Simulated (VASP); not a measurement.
A run of VASP 6.6.1:

File INCAR:

```
SYSTEM = Co
ALGO     = Normal         ! electronic algorithm
EDIFF    = 1E-6           ! SCF threshold, eV
ENCUT    = 520            ! plane-wave cutoff, eV
GGA      = CA             ! functional
ISIF     = 2              ! what is computed and relaxed
ISMEAR   = -1             ! smearing method
ISPIN    = 2              ! spin polarisation
LASPH    = .True.         ! aspherical terms in the spheres
LCHARG   = .True.         ! write CHGCAR
LELF     = .True.         ! ELF
LMAXMIX  = 4              ! l up to which the mixer works
LORBIT   = 11             ! projections on sites
LREAL    = .False.        ! projectors in reciprocal space
LVHAR    = .True.       
LWAVE    = .False.        ! write WAVECAR
MAGMOM   = 3.2 3.2        ! initial moments
NBANDS   = 20             ! bands
NELM     = 150            ! most SCF steps
PREC     = Accurate       ! precision mode
SIGMA    = 0.1            ! smearing width, eV
```

KPOINTS

```
k-points
0
Gamma
  11 11 6
  0 0 0
```

Contents of POSCAR:

```
Co
1.0
    2.4365882013      0.0000000000      0.0000000000
   -1.2182936109      2.1101470081      0.0000000000
    0.0000000000      0.0000000000      3.9803424397
Co
2
Direct
    0.6666666667      0.3333333333      0.2598610000
    0.3333333333      0.6666666667      0.7401390000
```

Potentials or basis: VASP PAW LDA potentials, release 64 (Co).

Launch:

```console
$ cat potpaw_LDA.64/Co/POTCAR > POTCAR
$ mpirun -np 1 vasp_std > vasp.out
```

Hardware: 1 thread of Intel(R) Xeon(R) Platinum 8559C (Emerald Rapids), with other jobs on the host.

**Question.** Estimate the wall time of this run.

**Answer.** Run time: 33 s on 1 thread of Intel(R) Xeon(R) Platinum 8559C (Emerald Rapids) (shared host), peak memory 0.16 GiB. Counts: scf iterations 14, k points 84.
